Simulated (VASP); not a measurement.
Input of a VASP 6.6.1 run:

The input INCAR:

```
SYSTEM = In5Bi7Te5Se7
  ALGO = Normal
  EDIFF = 1E-6
  ENCUT = 520
  GGA = PE
  ISIF = 2
  ISMEAR = 0
  ISYM = 0
  LASPH = .True.
  LCHARG = .False.
  LREAL = Auto
  LWAVE = .False.
  NBANDS = 139
  NELM = 60
  PREC = Accurate
  SIGMA = 0.1
```

The input KPOINTS:

```
Automatic mesh
0
Gamma
  2 2 2
  0.5 0.5 0.5
```

Contents of POSCAR:

```
In5Bi7Te5Se7
1.0
   -6.2604476627     -6.3218539355      0.0251688973
    0.0499191740      6.2467658642      6.2142415481
   -6.1715147849      6.2580899549     -6.2754848127
Se In Te Bi
7 5 5 7
Direct
    0.6660405104      0.3345813855      0.8333179034
   -0.0015136210      0.4993978104      0.5018520877
    0.3290098814      0.6669413593      0.1693876568
    0.8384846273      0.6735970396      0.1705435629
    0.5005658037      0.9973973090      0.4938101361
    0.9960015002      0.9975709443      0.5012046305
    0.8318247615      0.1628578265      0.1683919577
    0.5088746737      1.0064989771      0.0048954634
    0.6844683807      0.3358464928      0.3344801643
    0.1515555028      0.3324696636      0.3345514567
    0.8360438838      0.6620821204      0.6616585078
    0.3266907299      0.6695269686      0.6517829910
    0.1662438023      0.3298896534      0.8364933209
    0.5009892173      0.5003608975      0.4955130090
    0.1638990724      0.8308220565      0.8382177243
    0.6651840276      0.8353843441      0.8300128161
    0.3333262710      0.1647597983      0.1718575787
   -0.0068853363     -0.0033628466      0.0081149194
    0.8260673693      0.1706811107      0.6563184419
    0.3363651685      0.1615414812      0.6581014833
    0.5092853747      0.5078971259      0.0074632082
   -0.0081740499      0.4967005247      1.0087168915
    0.6681180197      0.8388054855      0.3310451115
    0.1635965407      0.8268091711      0.3387229516
```

Potentials or basis: VASP PAW PBE potentials, release 64 (Se, In_d, Te, Bi_d).

Command:

```console
$ cat potpaw_PBE.64/Se/POTCAR potpaw_PBE.64/In_d/POTCAR potpaw_PBE.64/Te/POTCAR potpaw_PBE.64/Bi_d/POTCAR > POTCAR
$ mpirun -np 1 vasp_std > vasp.out
```

Question: Predict the largest force.

Answer: 0.031 eV/Å.

Question: What does it give for the band gap on the k mesh?

Answer: Zero (bands 121 and 122 overlap by 0.44 eV).

Forces on the atoms (eV/Å):
```
Se  -0.004 -0.010  0.004
Se  -0.003  0.002  0.009
Se  -0.001  0.010 -0.012
Se  -0.003  0.002  0.001
Se   0.014  0.002 -0.012
Se  -0.006  0.000 -0.006
Se   0.010  0.009  0.002
In   0.005  0.009 -0.005
In  -0.003 -0.009 -0.001
In  -0.007 -0.008  0.017
In   0.001  0.002  0.010
In   0.006  0.000  0.016
Te  -0.008  0.014 -0.009
Te  -0.007  0.008 -0.006
Te  -0.003  0.001 -0.004
Te  -0.003 -0.006 -0.001
Te  -0.001 -0.009 -0.014
Bi  -0.006  0.002 -0.001
Bi   0.006  0.016 -0.012
Bi  -0.004 -0.005  0.005
Bi   0.012 -0.026  0.012
Bi  -0.007 -0.016  0.018
Bi   0.012  0.007 -0.015
Bi   0.001  0.004  0.003
```

Caveat: the k points lie up to 0.41 Å⁻¹ apart; spin-orbit coupling is left out, which moves the levels of the heavy elements.
